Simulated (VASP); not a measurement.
Here is a VASP 6.6.1 calculation.

POSCAR

```
BaTiO3
1.0
    4.0720311100      0.0000000000      0.0000000000
    0.0000000000      4.0720311100      0.0000000000
    0.0000000000      0.0000000000      4.0720311100
Ba O Ti
1 3 1
Direct
    0.0000000000      0.0000000000      0.0000000000
    0.5000000000      0.5000000000      0.0000000000
    0.0000000000      0.5000000000      0.5000000000
    0.5000000000      0.0000000000      0.5000000000
    0.5000000000      0.5000000000      0.5000000000
```

File INCAR.step1:

```
SYSTEM = BaTiO3
ALGO = Normal ; EDIFF = 1E-4
ENCUT = 600 ; GGA = PE
ISMEAR = -1 ; LASPH = .TRUE.
LCHARG = .FALSE. ; LDAU = .TRUE.
LDAUJ = 0 0 0 ; LDAUL = -1 -1 2
LDAUTYPE = 2 ; LDAUU = 0 0 2
LMAXMIX = 4 ; LREAL = .FALSE.
LWAVE = .TRUE. ; NELM = 150
PREC = Accurate ; SIGMA = 0.1
```

File INCAR.step2:

```
SYSTEM = BaTiO3
ALGO = Normal ; EDIFF = 1E-6
EDIFFG = -0.01 ; ENCUT = 600
IBRION = 2 ; ISIF = 3
ISMEAR = -1 ; ISTART = 1
LASPH = .TRUE. ; LCHARG = .FALSE.
LDAU = .TRUE. ; LDAUJ = 0 0 0
LDAUL = -1 -1 2 ; LDAUPRINT = 1
LDAUTYPE = 2 ; LDAUU = 0 0 2
LMAXMIX = 4 ; LMIXTAU = .TRUE.
LREAL = .FALSE. ; LWAVE = .FALSE.
METAGGA = R2SCAN ; NELM = 150
NSW = 60 ; PREC = Accurate
SIGMA = 0.1
```

File KPOINTS:

```
k-points
0
G
  5 5 5
  0 0 0
```

Potentials or basis: VASP PAW PBE potentials, release 64 (Ba_sv, O, Ti_sv).

Launch:

```bash
$ cat potpaw_PBE.64/Ba_sv/POTCAR potpaw_PBE.64/O/POTCAR potpaw_PBE.64/Ti_sv/POTCAR > POTCAR
$ cp INCAR.step1 INCAR
$ mpirun -np 1 vasp_std > vasp.out
$ cp INCAR.step2 INCAR
$ mpirun -np 1 vasp_std > vasp.out
```

(1) What does it give for the relaxed volume?

(2) Predict the relaxed cell.

(3) What does it give for the band gap on the k mesh?

## Answers

(1) 12.99 Å³/atom.

(2) a = 4.019 Å, b = 4.019 Å, c = 4.019 Å, α = 90.00°, β = 90.00°, γ = 90.00°.

(3) 2.47 eV (least direct gap 2.54 eV).

Caveat: the PAW data sets were made with another functional, which shifts forces and pressure a little; spin-orbit coupling is left out, which moves the levels of the heavy elements; an odd mesh through Γ misses points on the zone boundary, where band edges can lie.
